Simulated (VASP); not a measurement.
# Ba2Tl5V3O12 (P1) in VASP: notebook

Runs on Ba2Tl5V3O12. Level: PBE. Tasks: atomic charges, electron localisation function.

All numbers are computed with VASP 6.6.1; they aren't measurements. Logs are shortened: lines on timing, memory, paths and dates and some standing lists are left out, and cuts for length are marked.

### 1 The cell of the first run

The typed cell holds 22 atoms: a = 6.061 Å, b = 6.112 Å, c = 14.126 Å, α = 95.24°, β = 99.31°, γ = 113.97°.

### 2 Atomic charges, PBE, collinear spin, ferromagnetic start

Contents of INCAR:

```
SYSTEM = Ba2Tl5V3O12
PREC = Accurate
ENCUT = 520
EDIFF = 1E-6
ISMEAR = -1
SIGMA = 0.05
LREAL = .FALSE.
LASPH = .TRUE.
NELM = 100
ALGO = Normal
ISIF = 2
LWAVE = .FALSE.
LCHARG = .TRUE.
ISPIN = 2
MAGMOM = 0 0 2 2 2 0 0 0 0 0 0 0 0 0 0 0 0 0 0 0 0 0
LORBIT = 11
LMAXMIX = 4
GGA = PE
LVHAR = .TRUE.
KPAR = 4
```

Contents of KPOINTS:

```
Automatic mesh
0
G
  5 5 2
  0 0 0
```

Contents of POSCAR:

```
Ba2Tl5V3O12
1.0
    6.0437000000      0.0954900000     -0.4538500000
   -2.5758800000      5.5423000000      0.0296100000
   -1.2131500000     -2.0613200000     13.9219600000
Ba V Tl O
2 3 5 12
Direct
    0.8825100000      0.0156100000      0.4732000000
    0.5788600000      0.7968800000      0.8892200000
    0.2693600000      0.1058000000      0.9846800000
    0.1162900000      0.5582000000      0.3391400000
    0.6080700000      0.3069600000      0.6655200000
    0.4836100000      0.2899100000      0.3837300000
    0.0831100000      0.0748500000      0.7486900000
    0.7727900000      0.8939800000      0.1771900000
    0.2979100000      0.6659900000      0.6010700000
    0.9720100000      0.4663600000      0.0474000000
    0.0245800000      0.0564700000      0.0435400000
    0.1636900000      0.8697500000      0.8875400000
    0.3358500000      0.3728900000      0.9381800000
    0.5330800000      0.1024200000      0.0489200000
    0.4267400000      0.6776200000      0.4006300000
    0.9519700000      0.6420200000      0.4121100000
    0.0069600000      0.2404100000      0.3256500000
    0.0837300000      0.6486500000      0.2303200000
    0.8589000000      0.3321400000      0.6165200000
    0.6367300000      0.5816300000      0.7239000000
    0.5634300000      0.0992000000      0.7442300000
    0.3498400000      0.2022600000      0.5686200000
```

Potentials or basis: VASP PAW PBE potentials, release 64 (Ba_sv, V_sv, Tl_d, O).

On the command line:

```bash
$ cat potpaw_PBE.64/Ba_sv/POTCAR potpaw_PBE.64/V_sv/POTCAR potpaw_PBE.64/Tl_d/POTCAR potpaw_PBE.64/O/POTCAR > POTCAR
$ mpirun -np 4 vasp_std > vasp.out
```

OUTCAR:

```text
SYSTEM = Ba2Tl5V3O12
   PREC = Accurate
   ENCUT = 520
   EDIFF = 1E-6
   ISMEAR = -1
   LREAL = .FALSE.
   LASPH = .TRUE.
   NELM = 100
   ISIF = 2
   ISPIN = 2
   LORBIT = 11
   GGA = PE

 ion  position               nearest neighbor table
   1  0.883  0.016  0.473-  16 2.58  17 2.64  22 2.65  15 2.65  19 2.73   6 3.60   9 3.81   6 3.82
                             7 3.82   6 4.05   8 4.08   9 4.12   9 4.22
   2  0.579  0.797  0.889-  13 2.63  20 2.72  12 2.72  21 2.90  14 2.92  11 2.92   3 3.48   3 3.77
                             7 3.81   8 3.97  10 4.01   9 4.02  10 4.22   7 4.26   7 4.32
   3  0.269  0.106  0.985-  14 1.71  12 1.73  13 1.73  11 1.75   7 3.30   2 3.48  10 3.50   2 3.77

   4  0.116  0.558  0.339-  18 1.69  16 1.72  15 1.75  17 1.76   6 3.28
   5  0.608  0.307  0.666-  19 1.73  20 1.73  21 1.73  22 1.75   7 3.37   9 3.51
   6  0.484  0.290  0.384-  15 2.53  16 2.71  17 2.75  22 2.89   4 3.28   1 3.60   1 3.82   1 4.05

   7  0.083  0.075  0.749-  12 2.51  21 2.87  13 2.89  19 3.04   3 3.30   5 3.37   2 3.81   1 3.82
                             9 3.85   2 4.26   2 4.32
   8  0.773  0.894  0.177-  17 2.58  11 2.63  14 2.84  18 2.90  10 3.75  10 3.94   2 3.97   1 4.08
[... 5 lines left out ...]
  11  0.025  0.056  0.044-   3 1.75   8 2.63  10 2.65   2 2.92
  12  0.164  0.870  0.888-   3 1.73   7 2.51   2 2.72
  13  0.336  0.373  0.938-   3 1.73   2 2.63   7 2.89
  14  0.533  0.102  0.049-   3 1.71  10 2.69   8 2.84   2 2.92
  15  0.427  0.678  0.401-   4 1.75   6 2.53   1 2.65
  16  0.952  0.642  0.412-   4 1.72   1 2.58   6 2.71
  17  0.007  0.240  0.326-   4 1.76   8 2.58   1 2.64   6 2.75
  18  0.084  0.649  0.230-   4 1.69  10 2.58   8 2.90
  19  0.859  0.332  0.617-   5 1.73   9 2.67   1 2.73   7 3.04
  20  0.637  0.582  0.724-   5 1.73   9 2.71   2 2.72
  21  0.563  0.099  0.744-   5 1.73   9 2.86   7 2.87   2 2.90
  22  0.350  0.202  0.569-   5 1.75   1 2.65   6 2.89   9 2.98

  LATTYP: Found a triclinic cell.
 ALAT       =     6.1117202011
 B/A-ratio  =     1.0852146448
 C/A-ratio  =     2.3630989780
 COS(alpha) =     0.0004715456
 COS(beta)  =     0.2598796016
 COS(gamma) =     0.5501526351

  Lattice vectors:

 A1 = (  -2.5758800000,   5.5423000000,   0.0296100000)
 A2 = (   3.4678200000,   5.6377900000,  -0.4242400000)
 A3 = (  -4.8305500000,   1.9658300000, -13.4681100000)

Analysis of symmetry for initial positions (statically):
=====================================================================
 Subroutine PRICEL returns:
 Original cell was already a primitive cell.

 Routine SETGRP: Setting up the symmetry group for a
 triclinic supercell.

 Subroutine GETGRP returns: Found  1 space group operations
 (whereof  1 operations were pure point group operations)
 out of a pool of  2 trial point group operations.

The static configuration has the point symmetry C_1 .

Analysis of symmetry for dynamics (positions and initial velocities):
=====================================================================
 Subroutine PRICEL returns:
 Original cell was already a primitive cell.

 Routine SETGRP: Setting up the symmetry group for a
 triclinic supercell.

 Subroutine GETGRP returns: Found  1 space group operations
 (whereof  1 operations were pure point group operations)
 out of a pool of  2 trial point group operations.

The dynamic configuration has the point symmetry C_1 .

Analysis of structural, dynamic, and magnetic symmetry:
=====================================================================
 Subroutine PRICEL returns:
 Original cell was already a primitive cell.

 Routine SETGRP: Setting up the symmetry group for a
 triclinic supercell.

 Subroutine GETGRP returns: Found  1 space group operations
 (whereof  1 operations were pure point group operations)
 out of a pool of  2 trial point group operations.

The overall configuration has the point symmetry C_1 .

 Subroutine INISYM returns: Found  1 space group operations
 (whereof  1 operations are pure point group operations),
 and found     1 'primitive' translations

----------------------------------------------------------------------------------------

                                     Primitive cell

  volume of cell :     464.6585

  direct lattice vectors                    reciprocal lattice vectors
     6.043700000  0.095490000 -0.453850000     0.166188117  0.077100451  0.025897202
    -2.575880000  5.542300000  0.029610000    -0.000847672  0.179894629  0.026561780
[... 69 lines left out ...]
  Length of vectors
     0.037004667  0.036369396  0.036424915

  Shift w.r.t. Gamma in fractional coordinates (k-lattice)
     0.000000000  0.000000000  0.000000000

 Subroutine IBZKPT returns following result:
 ===========================================

 Found     26 irreducible k-points:

 Following reciprocal coordinates:
            Coordinates               Weight
  0.000000  0.000000  0.000000      1.000000
  0.200000  0.000000 -0.000000      2.000000
  0.400000  0.000000  0.000000      2.000000
 -0.000000  0.200000 -0.000000      2.000000
  0.200000  0.200000 -0.000000      2.000000
  0.400000  0.200000 -0.000000      2.000000
[... 16 lines left out ...]
  0.200000  0.400000  0.500000      2.000000
  0.400000  0.400000  0.500000      2.000000
 [... further k-points ...]
   k-points           NKPTS =     26   k-points in BZ     NKDIM =     26   number of bands    NBANDS=    120
   number of dos      NEDOS =    301   number of ions     NIONS =     22
   total plane-waves  NPLWV = 248832
   dimension x,y,z NGX =    48 NGY =   48 NGZ =  108
   dimension x,y,z NGXF=    96 NGYF=   96 NGZF=  216
   ions per type =               2   3   5  12
   NGX,Y,Z   is equivalent  to a cutoff of  13.16, 13.06, 12.71 a.u.
   NGXF,Y,Z  is equivalent  to a cutoff of  26.33, 26.11, 25.42 a.u.
 SYSTEM =  Ba2Tl5V3O12
   PREC   = accura    normal or accurate (medium, high low for compatibility)
   ISTART =      0    job   : 0-new  1-cont  2-samecut
   ICHARG =      2    charge: 1-file 2-atom 10-const
   ISPIN  =      2    spin polarized calculation?
   LNONCOLLINEAR =      F non collinear calculations
   LSORBIT =      F    spin-orbit coupling
   LASPH  =      T    aspherical Exc in radial PAW
   ENCUT  =  520.0 eV  38.22 Ry    6.18 a.u.  11.27 11.36 26.26*2*pi/ulx,y,z
   NELM   =    100;   NELMIN=  2; NELMDL= -5     # of ELM steps
   EDIFF  = 0.1E-05   stopping-criterion for ELM
   LREAL  =      F    real-space projection
   EDIFFG = 0.1E-04   stopping-criterion for IOM
   NSW    =      0    number of steps for IOM
   IBRION =     -1    ionic relax: 0-MD 1-quasi-New 2-CG
   NFREE  =      0    steps in history (QN), initial steepest desc. (CG)
   ISIF   =      2    stress and relaxation
   ISYM   =      2    0-nonsym 1-usesym 2-fastsym
   POTIM  = 0.5000    time-step for ionic-motion
   TEBEG  =    0.0;   TEEND  =   0.0 temperature during run
   PSTRESS=    0.0 pullay stress
   NELECT =     196.0000    total number of electrons
   NUPDOWN=      -1.0000    fix difference up-down
   EMIN   =  10.00;   EMAX   =-10.00  energy-range for DOS
   EFERMI =   0.00;   METHOD = LEGACY
   ISMEAR =    -1;   SIGMA  =   0.05  broadening in eV -4-tet -1-fermi 0-gaus
   EFERMI_NEDOS =   21; number of points for ismear=-14 and -15
   IALGO  =     38    algorithm
   IMIX   =      4    mixing-type and parameters
     AMIX     =   0.40;   BMIX     =  1.00
     AMIX_MAG =   1.60;   BMIX_MAG =  1.00
  volume/ion in A,a.u.               =      21.12       142.53
  Fermi-wavevector in a.u.,A,eV,Ry     =   1.227766  2.320141 20.509546  1.507409
  Thomas-Fermi vector in A             =   2.362717
   LORBIT       =     11    0 simple, 1 ext, 2 COOP (PROOUT), +10 PAW based schemes
   GGA     = PE    functional components
   LHFCALC =     F    Hartree Fock is set to
   AEXX    =    0.0000 exact exchange contribution
   IVDW    =     0    specifies the selected vdW correction
   LEPSILON=     F    determine dielectric tensor
   LRPA    =     F    only Hartree local field effects (RPA)
 spin polarized calculation
  energy-cutoff  :      520.00
  volume of cell :      464.66
 maximum number of plane-waves:     12533
 NGX is ok and might be reduce to    48
   NGX = 23   NGY = 23   NGZ = 53

 number of electron     195.9999998 magnetization       0.0007450

 Free energy of the ion-electron system (eV)
  ---------------------------------------------------
  ext. energy  EPLUGINS =         0.00000000
  ---------------------------------------------------
  free energy    TOTEN  =      -145.76819959 eV

  energy without entropy =     -145.76819959  energy(sigma->0) =     -145.76819959

 E-fermi :   2.4365     XC(G=0):  -8.7743

 val. band max:        1.2296527126   @ k =   0.4000   0.0000   0.5000
 cond. band min:       4.2483563407   @ k =   0.4000   0.4000  -0.0000
 fundamental gap:      3.0187036281
 Fermi energy:         2.4365173972

 spin component 1

 k-point     1 :       0.0000    0.0000    0.0000
  band No.  band energies     occupation
      1     -62.4296      1.00000
      2     -62.3081      1.00000
      3     -62.2802      1.00000
      4     -36.4002      1.00000
      5     -36.3927      1.00000
      6     -36.3579      1.00000
[... 2701 lines left out ...]
    109       5.5168      0.00000
    110       5.6513      0.00000

 [... further k-points ...]

 spin component 2

 k-point     1 :       0.0000    0.0000    0.0000
  band No.  band energies     occupation
      1     -62.4296      1.00000
      2     -62.3081      1.00000
      3     -62.2802      1.00000
      4     -36.4002      1.00000
      5     -36.3927      1.00000
      6     -36.3579      1.00000
[... 2701 lines left out ...]
    109       5.5169      0.00000
    110       5.6514      0.00000

 [... further k-points ...]

 [bands above 110 left out]

------------------------ aborting loop because EDIFF is reached ----------------------------------------

  FORCE on cell =-STRESS in cart. coord.  units (eV):
  Direction    XX          YY          ZZ          XY          YZ          ZX
  --------------------------------------------------------------------------------------
  -------------------------------------------------------------------------------------
  Total        1.6211609      1.5940321      1.5166942     -0.0317368      0.0817751     -0.1505325
  in kB        5.5898847      5.4963428      5.2296756     -0.1094309      0.2819667     -0.5190475
  external PRESSURE =       5.4386344 kB  Pullay stress =       0.0000000 kB

 VOLUME and BASIS-vectors are now :
 -----------------------------------------------------------------------------
  energy-cutoff  :      520.00
  volume of cell :      464.66
      direct lattice vectors                 reciprocal lattice vectors
     6.043700000  0.095490000 -0.453850000     0.166188117  0.077100451  0.025897202
    -2.575880000  5.542300000  0.029610000    -0.000847672  0.179894629  0.026561780
    -1.213150000 -2.061320000 13.921960000     0.005419465  0.002130832  0.072616711

 POSITION                                       TOTAL-FORCE (eV/Angst)
 -----------------------------------------------------------------------------------
      4.71935     -0.80463      6.18781        -0.073943      0.039167      0.034279
      0.36703      2.63886     12.14057         0.065561      0.051226      0.001375
      0.16084     -1.41764     13.58956        -0.032055      0.018809      0.034285
     -1.14646      2.40574      4.68524         0.025002     -0.019704      0.042994
      2.07692      0.38748      8.99846        -0.002202      0.016874     -0.011103
      1.71050      0.86196      5.13137         0.000591      0.000780     -0.003651
     -0.59879     -1.12051     10.38773        -0.002415      0.001551     -0.000814
      2.15277      4.66325      2.14257         0.002035      0.001670     -0.002160
     -0.64422      2.48057      8.25259        -0.000497      0.002689      0.004736
      4.61575      2.57982      0.23256        -0.000145      0.003204      0.004959
     -0.04973      0.22557      0.59668        -0.092904     -0.023886      0.090707
     -2.32780      3.00654     12.30776        -0.058461     -0.089651     -0.109017
     -0.06890      0.16485     12.91992        -0.034673      0.033629     -0.028421
      2.89861      0.51771      0.44216         0.131422      0.007486      0.104747
      0.34760      2.97050      5.40394         0.03
```

Wall time 44 min (4 MPI ranks of AMD EPYC 7R13 (Zen 3), shared host); peak memory 2.1 GiB.

What came out:

```yaml
Free_energy: -145.7682 eV
Pressure: 0.5 GPa
Largest_force: 0.198 eV/Å
Band_gap_on_the_k_mesh: 3.02 eV (least direct gap 3.03 eV)
Net_moment: 0.00 μB per cell
Valence_electrons_inside_the_program's_atomic_spheres: Ba 7.91, 7.85; V 12.12, 12.11, 12.07; Tl 11.13, 11.10, 11.12, 11.11 (each value once); O 4.97, 4.99, 4.98, 5.00 (each value once)
```

Forces on the atoms (eV/Å):
```
Ba  -0.074  0.039  0.034
Ba   0.066  0.051  0.001
V   -0.032  0.019  0.034
V    0.025 -0.020  0.043
V   -0.002  0.017 -0.011
Tl   0.001  0.001 -0.004
Tl  -0.002  0.002 -0.001
Tl   0.002  0.002 -0.002
Tl   0.000  0.003  0.005
Tl   0.000  0.003  0.005
O   -0.093 -0.024  0.091
O   -0.058 -0.090 -0.109
O   -0.035  0.034 -0.028
O    0.131  0.007  0.105
O    0.040 -0.023  0.023
O   -0.035 -0.073  0.048
O    0.020 -0.079 -0.076
O   -0.035  0.082 -0.177
O    0.100  0.058 -0.012
O   -0.021  0.092  0.001
O    0.006 -0.100  0.079
O   -0.002 -0.002 -0.049
```

Stress tensor (GPa, compression positive):
```
 0.56 -0.01 -0.05
-0.01  0.55  0.03
-0.05  0.03  0.52
```

Levels at points of the mesh, in eV from the valence-band top:
Spin up:
| k point | band 94 | band 95 | band 96 | band 97 | band 98 | band 99 | band 100 | band 101 | band 102 | band 103 |
| --- | --- | --- | --- | --- | --- | --- | --- | --- | --- | --- |
| (0.00, 0.00, 0.00) | -0.54 | -0.50 | -0.35 | -0.21 | -0.10 | 3.11 | 3.29 | 3.40 | 3.56 | 3.62 |
| (0.00, 0.00, 0.50) | -0.53 | -0.52 | -0.34 | -0.19 | -0.12 | 3.12 | 3.26 | 3.41 | 3.53 | 3.62 |
Spin down:
| k point | band 96 | band 97 | band 98 | band 99 | band 100 | band 101 |
| --- | --- | --- | --- | --- | --- | --- |
| (0.00, 0.00, 0.00) | -0.35 | -0.21 | -0.10 | 3.11 | 3.29 | 3.40 |
| (0.00, 0.00, 0.50) | -0.34 | -0.19 | -0.12 | 3.12 | 3.26 | 3.41 |

Caveat: spin-orbit coupling is left out, which moves the levels of the heavy elements; an odd mesh through Γ misses points on the zone boundary, where band edges can lie.

[end of part 1 of 2]
